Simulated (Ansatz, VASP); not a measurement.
# One calculation of LiH, two programs

```
Li H
1.0
     0.00000    1.95567    1.95567
     1.95567    0.00000    1.95567
     1.95567    1.95567    0.00000
Li H
1 1
Cartesian
  0.0000 0.0000 0.0000
  1.9557 1.9557 1.9557
```

Alike in both runs: task relaxation of cell and atoms; functional LDA; k mesh 10 × 10 × 10; occupations gaussian, width 0.02 eV; no spin polarisation.

|  | VASP | Ansatz |
| --- | --- | --- |
| version | VASP 6.6.1 | Ansatz 0.2.0 |
| potentials or method | VASP PAW LDA potentials, release 64 (Li_sv, H), cutoff 600 eV | scalar-relativistic, plane waves, PAW |
| valence electrons in the cell | 4 | 4 |

VASP gave:

```
gap on the k mesh at the Fermi level, each at its own relaxed structure (eV) : 2.53
relaxed volume (Å³/atom)                                                     : 7.47
relaxed cell length with the largest relative difference (Å)                 : 2.764
```

Q: What did Ansatz give for the same quantities?

A: gap on the k mesh at the Fermi level, each at its own relaxed structure (eV): 2.54; relaxed volume (Å³/atom): 7.48; relaxed cell length with the largest relative difference (Å): 2.766.

LDA's correlation is that of Perdew and Zunger in VASP and of Perdew and Wang (1992) in Ansatz.

Noted on VASP's run: the cutoff is short for stress, so the pressure is rough.
